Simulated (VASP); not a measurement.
Set up this calculation in VASP 6.6.1, as the native input.

| Item | Value |
| --- | --- |
| Task | single point |
| Functional | PBE |
| Potentials or basis | VASP PAW PBE potentials, release 64 (Be, S) |
| Cutoff | 520 eV |
| k mesh | 6 × 6 × 4 |
| Occupations | gaussian, width 0.1 eV |
| Spin | no spin polarisation |
| Dipole correction | no |
| Further INCAR settings | ALGO = Normal; EDIFF = 1e-06; NBANDS = 21 |

The structure of BeS lies in POSCAR:

```
BeS
1.0
    3.4185782663      0.0303506305     -0.4553280678
    0.0303506305      3.4185510062      0.4553263441
   -0.7286035121      0.7286007539      7.6377833677
Be S
3 3
Direct
    0.1250003130      0.1249951832      0.7500013678
    0.4583301826      0.7916596536      0.4166651732
    0.7916588874      0.4583383559      0.0833310424
   -0.1250009460     -0.1250002312      0.2500002932
    0.5416758649      0.2083318408      0.5833325311
    0.2083356981      0.5416751977     -0.0833304077
```

The input as run:

INCAR

```
PREC     = Accurate       # precision mode
ENCUT    = 520            # plane-wave cutoff, eV
EDIFF    = 1E-6           # SCF threshold, eV
ISMEAR   = 0              # smearing method
SIGMA    = 0.1            # smearing width, eV
LREAL    = False          # projectors in reciprocal space
LASPH    = True           # aspherical terms in the spheres
NELM     = 60             # most SCF steps
ALGO     = Normal         # electronic algorithm
ISIF     = 2              # what is computed and relaxed
LWAVE    = False          # write WAVECAR
LCHARG   = False          # write CHGCAR
GGA      = PE             # functional
NBANDS   = 21             # bands
```

KPOINTS

```
Automatic mesh
0
Gamma
  6 6 4
```

Potentials or basis: VASP PAW PBE potentials, release 64 (Be, S).

Run with:

```console
$ cat potpaw_PBE.64/Be/POTCAR potpaw_PBE.64/S/POTCAR > POTCAR
$ mpirun -np 1 vasp_std > vasp.out
```

Results of the run:

```
Pressure               : 0.0 GPa
Band gap on the k mesh : 3.14 eV
```

Wall time 4.1 min on 1 thread of AMD EPYC 7R13, on a shared host, peak memory 0.23 GiB.
